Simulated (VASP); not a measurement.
# SnSe (R-3m) in VASP: notebook, part 2 of 3

VASP 6.6.1. The steps go on from the part before.

## 4. Single point, r2SCAN (epitaxial 111 strain -3.0%)

POSCAR

```
SnSe
1.0
    0.1311738654      3.0432236246      3.0432236246
    3.0432236246      0.1311738654      3.0432236246
    3.0432236246      3.0432236246      0.1311738654
Sn Se
1 1
Direct
    0.0000000000      0.0000000000      0.0000000000
    0.5000000000      0.5000000000      0.5000000000
```

INCAR.step1

```
PREC = Accurate
ENCUT = 520
ISMEAR = -1
SIGMA = 0.02
LREAL = F
LASPH = T
NELM = 60
NBANDS = 17
GGA = PE
ALGO = Normal
EDIFF = 1E-4
LWAVE = T
LCHARG = F
```

INCAR.step2

```
PREC = Accurate
ENCUT = 520
EDIFF = 1E-6
ISMEAR = -1
SIGMA = 0.02
LREAL = F
LASPH = T
NELM = 60
ALGO = Normal
ISIF = 2
LWAVE = F
LCHARG = F
METAGGA = R2SCAN
LMIXTAU = T
NBANDS = 17
ISTART = 1
```

KPOINTS

```
Automatic mesh
0
Gamma
  8 8 8
```

Potentials or basis: VASP PAW PBE potentials, release 64 (Sn_d, Se).

Command:

```sh
cat potpaw_PBE.64/Sn_d/POTCAR potpaw_PBE.64/Se/POTCAR > POTCAR
cp INCAR.step1 INCAR
mpirun -np 1 vasp_std > vasp.out
cp INCAR.step2 INCAR
mpirun -np 1 vasp_std > vasp.out
```

OUTCAR:

```text
PREC = Accurate
   ENCUT = 520
   EDIFF = 1E-6
   ISMEAR = -1
   LREAL = F
   LASPH = T
   NELM = 60
   ISIF = 2
   METAGGA = R2SCAN
   ISTART = 1

 ion  position               nearest neighbor table
   1  0.000  0.000  0.000-   2 2.98   2 2.98   2 2.98   2 2.98   2 2.98   2 2.98
   2  0.500  0.500  0.500-   1 2.98   1 2.98   1 2.98   1 2.98   1 2.98   1 2.98

  LATTYP: Found a trigonal (rhomboedric) cell.
 ALAT       =     4.3057666729
 COS(alpha) =     0.5425995375

  Lattice vectors:

 A1 = (   0.1311738654,   3.0432236246,   3.0432236246)
 A2 = (   3.0432236246,   0.1311738654,   3.0432236246)
 A3 = (   3.0432236246,   3.0432236246,   0.1311738654)

Analysis of symmetry for initial positions (statically):
=====================================================================
 Subroutine PRICEL returns:
 Original cell was already a primitive cell.

 Routine SETGRP: Setting up the symmetry group for a
 trigonal (rhombohedral) supercell.

 Subroutine GETGRP returns: Found 12 space group operations
 (whereof 12 operations were pure point group operations)
 out of a pool of 12 trial point group operations.

The static configuration has the point symmetry D_3d.

Analysis of symmetry for dynamics (positions and initial velocities):
=====================================================================
 Subroutine PRICEL returns:
 Original cell was already a primitive cell.

 Routine SETGRP: Setting up the symmetry group for a
 trigonal (rhombohedral) supercell.

 Subroutine GETGRP returns: Found 12 space group operations
 (whereof 12 operations were pure point group operations)
 out of a pool of 12 trial point group operations.

The dynamic configuration has the point symmetry D_3d.

 Subroutine INISYM returns: Found 12 space group operations
 (whereof 12 operations are pure point group operations),
 and found     1 'primitive' translations

----------------------------------------------------------------------------------------

                                     Primitive cell

  volume of cell :      52.7256

  direct lattice vectors                    reciprocal lattice vectors
     0.131173865  3.043223625  3.043223625    -0.175322745  0.168077981  0.168077981
     3.043223625  0.131173865  3.043223625     0.168077981 -0.175322745  0.168077981
     3.043223625  3.043223625  0.131173865     0.168077981  0.168077981 -0.175322745

  length of vectors
     4.305766673  4.305766673  4.305766673     0.295361609  0.295361609  0.295361609

  position of ions in fractional coordinates (direct lattice)
     0.000000000  0.000000000  0.000000000
     0.500000000  0.500000000  0.500000000

  ion indices of the primitive-cell ions
   primitive index   ion index
                 1           1
                 2           2

----------------------------------------------------------------------------------------

 KPOINTS: Automatic mesh

Automatic generation of k-mesh.
 Grid dimensions read from file:
 generate k-points for:    8    8    8

 Generating k-lattice:

  Cartesian coordinates                     Fractional coordinates (reciprocal lattice)
    -0.021915343  0.021009748  0.021009748     0.125000000 -0.000000000 -0.000000000
     0.021009748 -0.021915343  0.021009748    -0.000000000  0.125000000 -0.000000000
     0.021009748  0.021009748 -0.021915343    -0.000000000 -0.000000000  0.125000000

  Length of vectors
     0.036920201  0.036920201  0.036920201

  Shift w.r.t. Gamma in fractional coordinates (k-lattice)
     0.000000000  0.000000000  0.000000000

 Subroutine IBZKPT returns following result:
 ===========================================

 Found     65 irreducible k-points:

 Following reciprocal coordinates:
            Coordinates               Weight
  0.000000  0.000000  0.000000      1.000000
  0.125000  0.000000 -0.000000      6.000000
  0.250000  0.000000 -0.000000      6.000000
  0.375000 -0.000000 -0.000000      6.000000
  0.500000  0.000000 -0.000000      3.000000
  0.125000  0.125000 -0.000000      6.000000
[... 16 lines left out ...]
  0.250000  0.125000  0.125000      6.000000
  0.375000  0.125000  0.125000      6.000000
 [... further k-points ...]
   k-points           NKPTS =     65   k-points in BZ     NKDIM =     65   number of bands    NBANDS=     17
   number of dos      NEDOS =    301   number of ions     NIONS =      2
   total plane-waves  NPLWV =  32768
   dimension x,y,z NGX =    32 NGY =   32 NGZ =   32
   dimension x,y,z NGXF=    64 NGYF=   64 NGZF=   64
   ions per type =               1   1
   NGX,Y,Z   is equivalent  to a cutoff of  12.36, 12.36, 12.36 a.u.
   NGXF,Y,Z  is equivalent  to a cutoff of  24.71, 24.71, 24.71 a.u.
 SYSTEM =  unknown system
   PREC   = accura    normal or accurate (medium, high low for compatibility)
   ISTART =      1    job   : 0-new  1-cont  2-samecut
   ICHARG =      0    charge: 1-file 2-atom 10-const
   ISPIN  =      1    spin polarized calculation?
   LNONCOLLINEAR =      F non collinear calculations
   LSORBIT =      F    spin-orbit coupling
   LASPH  =      T    aspherical Exc in radial PAW
   ENCUT  =  520.0 eV  38.22 Ry    6.18 a.u.   8.01  8.01  8.01*2*pi/ulx,y,z
   NELM   =     60;   NELMIN=  2; NELMDL=  0     # of ELM steps
   EDIFF  = 0.1E-05   stopping-criterion for ELM
   LREAL  =      F    real-space projection
   EDIFFG = 0.1E-04   stopping-criterion for IOM
   NSW    =      0    number of steps for IOM
   IBRION =     -1    ionic relax: 0-MD 1-quasi-New 2-CG
   NFREE  =      0    steps in history (QN), initial steepest desc. (CG)
   ISIF   =      2    stress and relaxation
   ISYM   =      2    0-nonsym 1-usesym 2-fastsym
   POTIM  = 0.5000    time-step for ionic-motion
   TEBEG  =    0.0;   TEEND  =   0.0 temperature during run
   PSTRESS=    0.0 pullay stress
   NELECT =      20.0000    total number of electrons
   NUPDOWN=      -1.0000    fix difference up-down
   EMIN   =  10.00;   EMAX   =-10.00  energy-range for DOS
   EFERMI =   0.00;   METHOD = LEGACY
   ISMEAR =    -1;   SIGMA  =   0.02  broadening in eV -4-tet -1-fermi 0-gaus
   EFERMI_NEDOS =   21; number of points for ismear=-14 and -15
   IALGO  =     38    algorithm
   IMIX   =      4    mixing-type and parameters
     AMIX     =   0.40;   BMIX     =  1.00
     AMIX_MAG =   1.60;   BMIX_MAG =  1.00
  volume/ion in A,a.u.               =      26.36       177.91
  Fermi-wavevector in a.u.,A,eV,Ry     =   1.185071  2.239459 19.107917  1.404392
  Thomas-Fermi vector in A             =   2.321272
   LORBIT       =      0    0 simple, 1 ext, 2 COOP (PROOUT), +10 PAW based schemes
   METAGGA = R2SCAN    functional components
   LHFCALC =     F    Hartree Fock is set to
   AEXX    =    0.0000 exact exchange contribution
   IVDW    =     0    specifies the selected vdW correction
   LEPSILON=     F    determine dielectric tensor
   LRPA    =     F    only Hartree local field effects (RPA)
 non-spin polarized calculation
  energy-cutoff  :      520.00
  volume of cell :       52.73
 maximum number of plane-waves:      1435
   NGX = 15   NGY = 15   NGZ = 15

 number of electron      19.9999998 magnetization

 Free energy of the ion-electron system (eV)
  ---------------------------------------------------
  ext. energy  EPLUGINS =         0.00000000
  ---------------------------------------------------
  free energy    TOTEN  =       -39.85033915 eV

  energy without entropy =      -39.85006239  energy(sigma->0) =      -39.85020077

 E-fermi :   6.4188     XC(G=0): -10.3594

 val. band max:        5.9440064984   @ k =   0.5000   0.3750   0.3750
 cond. band min:       6.4632911100   @ k =   0.5000   0.5000   0.5000
 fundamental gap:      0.5192846116
 Fermi energy:         6.4187720904

 k-point     1 :       0.0000    0.0000    0.0000
  band No.  band energies     occupation
      1     -16.4645      2.00000
      2     -16.4645      2.00000
      3     -16.4568      2.00000
      4     -16.4543      2.00000
      5     -16.4543      2.00000
      6      -8.8656      2.00000
[... 9 lines left out ...]
     16      12.4091      0.00000
     17      14.4782      0.00000
[... 441 lines left out ...]
 k-point    24 :       0.3750    0.1250    0.1250
  band No.  band energies     occupation
      1     -16.4712      2.00000
      2     -16.4651      2.00000
      3     -16.4541      2.00000
      4     -16.4501      2.00000
      5     -16.4461      2.00000
      6      -8.1958      2.00000
[... 9 lines left out ...]
     16      14.8947      0.00000
     17      17.1726      0.00000

 [... further k-points ...]

------------------------ aborting loop because EDIFF is reached ----------------------------------------

  FORCE on cell =-STRESS in cart. coord.  units (eV):
  Direction    XX          YY          ZZ          XY          YZ          ZX
  --------------------------------------------------------------------------------------
  -------------------------------------------------------------------------------------
  Total        0.5631078      0.5631078      0.5631078     -0.2802430     -0.2802430     -0.2802430
  in kB       17.1111925     17.1111925     17.1111925     -8.5157610     -8.5157610     -8.5157610
  external PRESSURE =      17.1111925 kB  Pullay stress =       0.0000000 kB

 VOLUME and BASIS-vectors are now :
 -----------------------------------------------------------------------------
  energy-cutoff  :      520.00
  volume of cell :       52.73
      direct lattice vectors                 reciprocal lattice vectors
     0.131173865  3.043223625  3.043223625    -0.175322745  0.168077981  0.168077981
     3.043223625  0.131173865  3.043223625     0.168077981 -0.175322745  0.168077981
     3.043223625  3.043223625  0.131173865     0.168077981  0.168077981 -0.175322745

 POSITION                                       TOTAL-FORCE (eV/Angst)
 -----------------------------------------------------------------------------------
      0.00000      0.00000      0.00000         0.000000      0.000000      0.000000
      3.10881      3.10881      3.10881        -0.000000     -0.000000     -0.000000
 -----------------------------------------------------------------------------------
    total drift:                                0.000000     -0.000000     -0.000000

  FREE ENERGIE OF THE ION-ELECTRON SYSTEM (eV)
  ---------------------------------------------------
  free  energy   TOTEN  =       -39.8503391484 eV

  energy  without entropy=      -39.8500623935  energy(sigma->0) =      -39.85020077
```

OUTCAR.step1:

```text
PREC = Accurate
   ENCUT = 520
   ISMEAR = -1
   LREAL = F
   LASPH = T
   NELM = 60
[... 699 lines left out ...]
 -----------------------------------------------------------------------------------
      0.00000      0.00000      0.00000         0.000000     -0.000000     -0.000000
      3.10881      3.10881      3.10881        -0.000000      0.000000      0.000000
 -----------------------------------------------------------------------------------
    total drift:                                0.000000     -0.000000     -0.000000

  FREE ENERGIE OF THE ION-ELECTRON SYSTEM (eV)
  ---------------------------------------------------
  free  energy   TOTEN  =        -8.1798446967 eV

  energy  without entropy=       -8.1797306093  energy(sigma->0) =       -8.17978765
```

OSZICAR.step1:

```text
N       E                     dE             d eps       ncg     rms          rms(c)
DAV:   1     0.133337084695E+03    0.13334E+03   -0.98084E+03  2251   0.147E+03
DAV:   2     0.431872765086E+01   -0.12902E+03   -0.12491E+03  2387   0.351E+02
DAV:   3    -0.803239744325E+01   -0.12351E+02   -0.12210E+02  2698   0.939E+01
DAV:   4    -0.834064394855E+01   -0.30825E+00   -0.30805E+00  2696   0.156E+01
DAV:   5    -0.834945655199E+01   -0.88126E-02   -0.88123E-02  3169   0.258E+00    0.323E+00
DAV:   6    -0.817984778447E+01    0.16961E+00   -0.40890E-01  3213   0.376E+00    0.195E+00
DAV:   7    -0.817804115307E+01    0.18066E-02   -0.78794E-02  2654   0.127E+00    0.931E-01
DAV:   8    -0.817993421362E+01   -0.18931E-02   -0.81556E-03  2707   0.807E-01    0.106E-01
DAV:   9    -0.817978701436E+01    0.14720E-03   -0.12538E-03  3069   0.302E-01    0.472E-02
DAV:  10    -0.817984469675E+01   -0.57682E-04   -0.16160E-04  2487   0.734E-02
   1 F= -.81798447E+01 E0= -.81797877E+01  d E =-.114087E-03
```

It took 59 s on 1 thread of Intel Xeon 6975P-C (Granite Rapids), shared host; peak memory 0.22 GiB.

What came out:

| Item | Value |
| --- | --- |
| Free energy | -39.8503 eV |
| Pressure | 1.7 GPa |
| Band gap on the k mesh | 0.01 eV (least direct gap 0.58 eV) |

Stress tensor (GPa, compression positive):
```
 1.71 -0.85 -0.85
-0.85  1.71 -0.85
-0.85 -0.85  1.71
```

Levels at points of the mesh, in eV from the valence-band top:
```tsv
k point	band 7	band 8	band 9	band 10	band 11	band 12	band 13	band 14
(0.00, 0.00, 0.00)	-5.55	-3.51	-2.90	-2.90	4.09	4.09	4.25	5.12
(0.50, 0.00, 0.00)	-9.04	-3.02	-2.77	-0.61	0.09	0.58	0.78	8.24
(0.50, 0.50, 0.00)	-6.74	-6.55	-4.85	-4.39	2.66	5.17	5.18	6.12
(0.50, 0.50, 0.50)	-9.38	-2.61	-2.61	0.00	0.58	1.12	1.12	8.17
```

Caveat: the cell differs from its parent crystal (epitaxial 111 strain -3.0%); the smearing spreads over this small gap; the structure was generated, so it needn't be the stable form of SnSe; semilocal functionals underestimate gaps, and a narrow one can read as zero; the PAW data sets were made with another functional, which shifts forces and pressure a little; spin-orbit coupling is left out, which moves the levels of the heavy elements.

## 5. Single point, r2SCAN (epitaxial 111 strain +3.0%)

POSCAR

```
SnSe
1.0
   -0.1245763498      2.9676001985      2.9676001985
    2.9676001985     -0.1245763498      2.9676001985
    2.9676001985      2.9676001985     -0.1245763498
Sn Se
1 1
Direct
    0.0000000000      0.0000000000      0.0000000000
    0.5000000000      0.5000000000      0.5000000000
```

INCAR.step1

```
PREC = Accurate
ENCUT = 520
ISMEAR = -1
SIGMA = 0.02
LREAL = False
LASPH = True
NELM = 100
NBANDS = 17
GGA = PE
ALGO = Normal
EDIFF = 1E-4
LWAVE = True
LCHARG = False
```

INCAR.step2

```
PREC = Accurate
ENCUT = 520
EDIFF = 1E-6
ISMEAR = -1
SIGMA = 0.02
LREAL = False
LASPH = True
NELM = 100
ALGO = Normal
ISIF = 2
LWAVE = False
LCHARG = False
METAGGA = R2SCAN
LMIXTAU = True
NBANDS = 17
ISTART = 1
```

KPOINTS is that of step 4.

Command:

```sh
cat potpaw_PBE.64/Sn_d/POTCAR potpaw_PBE.64/Se/POTCAR > POTCAR
cp INCAR.step1 INCAR
mpirun -np 1 vasp_std > vasp.out
cp INCAR.step2 INCAR
mpirun -np 1 vasp_std > vasp.out
```

Wall time 63 s (1 thread of Intel Xeon 6975P-C (Granite Rapids), shared host); peak memory 0.22 GiB.

Results (log left out):

```yaml
Free_energy: -39.8588 eV
Pressure: -1.1 GPa
Band_gap_on_the_k_mesh: zero (bands 10 and 11 overlap by 0.01 eV)
```

Stress tensor (GPa, compression positive):
```
-1.10  0.73  0.73
 0.73 -1.10  0.73
 0.73  0.73 -1.10
```

Levels at points of the mesh, in eV from the Fermi level:
```tsv
k point	band 6	band 7	band 8	band 9	band 10	band 11	band 12	band 13	band 14	band 15
(0.00, 0.00, 0.00)	-14.66	-5.43	-2.81	-2.81	-2.31	4.10	4.29	4.29	5.73	5.73
(0.50, 0.00, 0.00)	-13.75	-8.62	-2.41	-2.22	-0.02	0.41	1.07	1.38	8.35	9.65
(0.50, 0.50, 0.00)	-13.44	-6.43	-5.88	-4.28	-3.85	3.13	5.08	5.31	6.01	10.40
(0.50, 0.50, 0.50)	-13.64	-8.31	-2.56	-2.56	-0.38	-0.03	0.76	0.76	8.59	10.56
```

Caveat: the cell differs from its parent crystal (epitaxial 111 strain +3.0%); the structure was generated, so it needn't be the stable form of SnSe; semilocal functionals underestimate gaps, and a narrow one can read as zero; the PAW data sets were made with another functional, which shifts forces and pressure a little; spin-orbit coupling is left out, which moves the levels of the heavy elements.

(Part 2 of 3 ends here.)

The gap in the log of VASP goes by the Fermi energy; the results here count the filled bands.